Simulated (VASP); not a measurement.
Na4ScNbSi3O12, 42 atoms in the cell. The structure is trigonal, space group R3c (No. 161). The conventional cell has a = 9.217 Å, b = 9.217 Å, c = 22.442 Å, α = 90.00°, β = 90.00°, γ = 120.00°. Within 3.2 Å of Na (site symmetry 1) lie 8 O at 2.43 to 3.03 Å and 3 Si at 3.05 to 3.17 Å and 1 Sc at 3.16 Å. Within 3.3 Å of Na (site symmetry 3) lie 6 O at 2.49 to 2.63 Å and 1 Sc at 3.22 Å. Sc (site symmetry 3) has 6 O at 2.03 to 2.16 Å within 2.7 Å. Nb (site symmetry 3) has 6 O at 1.98 to 2.07 Å within 2.6 Å. Within 2.1 Å of Si (site symmetry 1) lie 4 O at 1.61 to 1.69 Å. Within 2.1 Å of O (site symmetry 1) lie 1 Si at 1.61 Å and 1 Sc at 2.03 Å. O (site symmetry 1) has 1 Si at 1.69 Å and 1 Nb at 1.98 Å within 2.3 Å. Within 2.2 Å of O (site symmetry 1) lie 1 Si at 1.62 Å and 1 Sc at 2.16 Å. 

```yaml
Program: VASP 6.6.1
Task: electric field gradients
Functional: PBE
Potentials_or_basis: VASP PAW PBE potentials, release 64 (Na_pv, Sc_sv, Nb_sv, Si, O)
Cutoff: 520 eV
k_mesh: 3 × 3 × 3
Occupations: fermi-dirac, width 0.02 eV
Spin: no spin polarisation
Dipole_correction: no
Further_INCAR_settings: LREAL = Auto; ALGO = Normal; EDIFF = 1e-08; NBANDS = 163
```

Potentials or basis: VASP PAW PBE potentials, release 64 (Na_pv, Sc_sv, Nb_sv, Si, O).

The run is started by

```sh
$ cat potpaw_PBE.64/Na_pv/POTCAR potpaw_PBE.64/Sc_sv/POTCAR potpaw_PBE.64/Nb_sv/POTCAR potpaw_PBE.64/Si/POTCAR potpaw_PBE.64/O/POTCAR > POTCAR
$ mpirun -np 1 vasp_std > vasp.out
```

Hardware: 1 thread of Intel(R) Xeon(R) 6975P-C (Granite Rapids), on a shared host.

**Question.** How long does it take, and how much memory?

**Answer.** It took 21 min on 1 thread of Intel(R) Xeon(R) 6975P-C (Granite Rapids), with other jobs on the host, peak memory 0.92 GiB. Counts: scf iterations 21, k points 6.
